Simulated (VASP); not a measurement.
# I (P6/mmm) in VASP: single point with PBE

Aim: the single point of I with PBE.

Everything below comes from runs of VASP 6.6.1. Logs are shortened: lines on timing, memory, paths and dates and some standing lists are left out, and cuts for length are marked.

### 1 The cell of the first run

It takes space group P6/mmm (No. 191, hexagonal). The conventional cell has a = 4.205 Å, b = 4.205 Å, c = 2.912 Å, α = 90.00°, β = 90.00°, γ = 120.00°. I (site symmetry 6/mmm) has 2 I at 2.91 Å within 3.8 Å.

### 2 Single point, PBE (volume scaled by 0.85)

INCAR reads:

```
PREC     = Accurate       # precision mode
ENCUT    = 520            # plane-wave cutoff, eV
EDIFF    = 1E-6           # SCF threshold, eV
ISMEAR   = -1             # smearing method
SIGMA    = 0.08           # smearing width, eV
LREAL    = F              # projectors in reciprocal space
LASPH    = T              # aspherical terms in the spheres
NELM     = 60             # most SCF steps
ALGO     = Normal         # electronic algorithm
ISIF     = 2              # what is computed and relaxed
LWAVE    = F              # write WAVECAR
LCHARG   = F              # write CHGCAR
GGA      = PE             # functional
NBANDS   = 10             # bands
```

KPOINTS reads:

```
Automatic mesh
0
Gamma
  12 12 12
```

POSCAR reads:

```
I
1.0
    4.2052026494      0.0000000000      0.0000000000
   -2.1026013247      3.6418123224      0.0000000000
    0.0000000000      0.0000000000      2.9120395907
I
1
Direct
    0.0000000000      0.0000000000      0.0000000000
```

Potentials or basis: VASP PAW PBE potentials, release 64 (I).

Run with:

```sh
cat potpaw_PBE.64/I/POTCAR > POTCAR
mpirun -np 1 vasp_std > vasp.out
```

OUTCAR:

```text
PREC = Accurate
   ENCUT = 520
   EDIFF = 1E-6
   ISMEAR = -1
   LREAL = F
   LASPH = T
   NELM = 60
   ISIF = 2
   GGA = PE

 ion  position               nearest neighbor table
   1  0.000  0.000  0.000-

  LATTYP: Found a hexagonal cell.
 ALAT       =     4.2052026494
 C/A-ratio  =     0.6924849605

  Lattice vectors:

 A1 = (   4.2052026494,   0.0000000000,   0.0000000000)
 A2 = (  -2.1026013247,   3.6418123224,   0.0000000000)
 A3 = (   0.0000000000,   0.0000000000,   2.9120395907)

Analysis of symmetry for initial positions (statically):
=====================================================================
 Subroutine PRICEL returns:
 Original cell was already a primitive cell.

 Routine SETGRP: Setting up the symmetry group for a
 hexagonal supercell.

 Subroutine GETGRP returns: Found 24 space group operations
 (whereof 24 operations were pure point group operations)
 out of a pool of 24 trial point group operations.

The static configuration has the point symmetry D_6h.

Analysis of symmetry for dynamics (positions and initial velocities):
=====================================================================
 Subroutine PRICEL returns:
 Original cell was already a primitive cell.

 Routine SETGRP: Setting up the symmetry group for a
 hexagonal supercell.

 Subroutine GETGRP returns: Found 24 space group operations
 (whereof 24 operations were pure point group operations)
 out of a pool of 24 trial point group operations.

The dynamic configuration has the point symmetry D_6h.

 Subroutine INISYM returns: Found 24 space group operations
 (whereof 24 operations are pure point group operations),
 and found     1 'primitive' translations

----------------------------------------------------------------------------------------

                                     Primitive cell

  volume of cell :      44.5966

  direct lattice vectors                    reciprocal lattice vectors
     4.205202649  0.000000000  0.000000000     0.237800668  0.137294280  0.000000000
    -2.102601325  3.641812322  0.000000000     0.000000000  0.274588560  0.000000000
     0.000000000  0.000000000  2.912039591     0.000000000  0.000000000  0.343401925

  length of vectors
     4.205202649  4.205202649  2.912039591     0.274588560  0.274588560  0.343401925

  position of ions in fractional coordinates (direct lattice)
     0.000000000  0.000000000  0.000000000
[... 73 lines left out ...]
   LASPH  =      T    aspherical Exc in radial PAW
   ENCUT  =  520.0 eV  38.22 Ry    6.18 a.u.   7.82  7.82  5.41*2*pi/ulx,y,z
   NELM   =     60;   NELMIN=  2; NELMDL= -5     # of ELM steps
   EDIFF  = 0.1E-05   stopping-criterion for ELM
   LREAL  =      F    real-space projection
   EDIFFG = 0.1E-04   stopping-criterion for IOM
   NSW    =      0    number of steps for IOM
   IBRION =     -1    ionic relax: 0-MD 1-quasi-New 2-CG
   NFREE  =      0    steps in history (QN), initial steepest desc. (CG)
   ISIF   =      2    stress and relaxation
   ISYM   =      2    0-nonsym 1-usesym 2-fastsym
   POTIM  = 0.5000    time-step for ionic-motion
   TEBEG  =    0.0;   TEEND  =   0.0 temperature during run
   PSTRESS=    0.0 pullay stress
   NELECT =       7.0000    total number of electrons
   NUPDOWN=      -1.0000    fix difference up-down
   EMIN   =  10.00;   EMAX   =-10.00  energy-range for DOS
   EFERMI =   0.00;   METHOD = LEGACY
   ISMEAR =    -1;   SIGMA  =   0.08  broadening in eV -4-tet -1-fermi 0-gaus
   EFERMI_NEDOS =   21; number of points for ismear=-14 and -15
   IALGO  =     38    algorithm
   IMIX   =      4    mixing-type and parameters
     AMIX     =   0.40;   BMIX     =  1.00
     AMIX_MAG =   1.60;   BMIX_MAG =  1.00
  volume/ion in A,a.u.               =      44.60       300.95
  Fermi-wavevector in a.u.,A,eV,Ry     =   0.883094  1.668806 10.610571  0.779855
  Thomas-Fermi vector in A             =   2.003814
   LORBIT       =      0    0 simple, 1 ext, 2 COOP (PROOUT), +10 PAW based schemes
   GGA     = PE    functional components
   LHFCALC =     F    Hartree Fock is set to
   AEXX    =    0.0000 exact exchange contribution
   IVDW    =     0    specifies the selected vdW correction
   LEPSILON=     F    determine dielectric tensor
   LRPA    =     F    only Hartree local field effects (RPA)
 non-spin polarized calculation
  energy-cutoff  :      520.00
  volume of cell :       44.60
 maximum number of plane-waves:      1229
 NGX is ok and might be reduce to    32
   NGX = 15   NGY = 15   NGZ = 11

 number of electron       7.0000001 magnetization

 Free energy of the ion-electron system (eV)
  ---------------------------------------------------
  ext. energy  EPLUGINS =         0.00000000
  ---------------------------------------------------
  free energy    TOTEN  =        -1.44293295 eV

  energy without entropy =       -1.42840389  energy(sigma->0) =       -1.43566842

 E-fermi :   2.3537     XC(G=0):  -7.7751

 val. band max:        2.3518619645   @ k =   0.1667   0.0833   0.4167
 cond. band min:       2.3560746163   @ k =   0.4167   0.0000   0.5000
 fundamental gap:      0.0042126518
 Fermi energy:         2.3536923326

 k-point     1 :       0.0000    0.0000    0.0000
  band No.  band energies     occupation
      1     -11.2742      2.00000
      2       0.7989      2.00000
      3       0.7989      2.00000
      4       5.7510      0.00000
      5       6.6559      0.00000
      6      10.2812      0.00000
      7      10.2812      0.00000
      8      12.1088      0.00000
      9      13.0129      0.00000
     10      20.2537      0.00000
[... 287 lines left out ...]
 k-point    24 :       0.3333    0.0000    0.0833
  band No.  band energies     occupation
      1     -10.9423      2.00000
      2      -0.8156      2.00000
      3       0.5109      2.00000
      4       4.8649      0.00000
      5       7.7639      0.00000
      6      11.0238      0.00000
      7      12.9586      0.00000
      8      13.6384      0.00000
      9      15.9324      0.00000
     10      17.3870      0.00000

 [... further k-points ...]
[... 5 lines left out ...]
  --------------------------------------------------------------------------------------
  -------------------------------------------------------------------------------------
  Total        0.2704427      0.2704427      0.2269761      0.0000000      0.0000000      0.0000000
  in kB        9.7159242      9.7159242      8.1543409      0.0000000      0.0000000      0.0000000
  external PRESSURE =       9.1953965 kB  Pullay stress =       0.0000000 kB

 VOLUME and BASIS-vectors are now :
 -----------------------------------------------------------------------------
  energy-cutoff  :      520.00
  volume of cell :       44.60
      direct lattice vectors                 reciprocal lattice vectors
     4.205202649  0.000000000  0.000000000     0.237800668  0.137294280  0.000000000
    -2.102601325  3.641812322  0.000000000     0.000000000  0.274588560  0.000000000
     0.000000000  0.000000000  2.912039591     0.000000000  0.000000000  0.343401925

 POSITION                                       TOTAL-FORCE (eV/Angst)
 -----------------------------------------------------------------------------------
      0.00000      0.00000      0.00000        -0.000000      0.000000      0.000000
 -----------------------------------------------------------------------------------
    total drift:                               -0.000000     -0.000000      0.000000

  FREE ENERGIE OF THE ION-ELECTRON SYSTEM (eV)
  ---------------------------------------------------
  free  energy   TOTEN  =        -1.4429329468 eV

  energy  without entropy=       -1.4284038885  energy(sigma->0) =       -1.43566842
```

OSZICAR:

```text
N       E                     dE             d eps       ncg     rms          rms(c)
DAV:   1     0.214116652541E+02    0.21412E+02   -0.24007E+03  2660   0.485E+02
DAV:   2    -0.493262685775E+00   -0.21905E+02   -0.21149E+02  3486   0.821E+01
DAV:   3    -0.148450577416E+01   -0.99124E+00   -0.98551E+00  3302   0.180E+01
DAV:   4    -0.149466971246E+01   -0.10164E-01   -0.10163E-01  3368   0.225E+00
DAV:   5    -0.149482755938E+01   -0.15785E-03   -0.15784E-03  3344   0.255E-01    0.432E+00
DAV:   6    -0.145613268044E+01    0.38695E-01   -0.33022E-02  2986   0.838E-01    0.279E+00
DAV:   7    -0.144333462325E+01    0.12798E-01   -0.62682E-02  2916   0.119E+00    0.247E-01
DAV:   8    -0.144292110943E+01    0.41351E-03   -0.49330E-03  2900   0.388E-01    0.879E-02
DAV:   9    -0.144291631182E+01    0.47976E-05   -0.92746E-05  3170   0.654E-02    0.343E-02
DAV:  10    -0.144293371568E+01   -0.17404E-04   -0.23210E-05  3014   0.278E-02    0.514E-02
DAV:  11    -0.144293294675E+01    0.76892E-06   -0.56355E-06  3204   0.111E-02
   1 F= -.14429329E+01 E0= -.14356684E+01  d E =-.145291E-01
```

It took 54 s on 1 thread of AMD EPYC 7R43 (Zen 3), shared host; peak memory 0.16 GiB.

What came out:

```yaml
Free_energy: -1.4429 eV
Pressure: 0.9 GPa
```

Caveat: spin-orbit coupling is left out, which moves the levels of the heavy elements; an odd number of electrons without spin polarisation forces a metal; a magnetic or distorted state may lie lower.
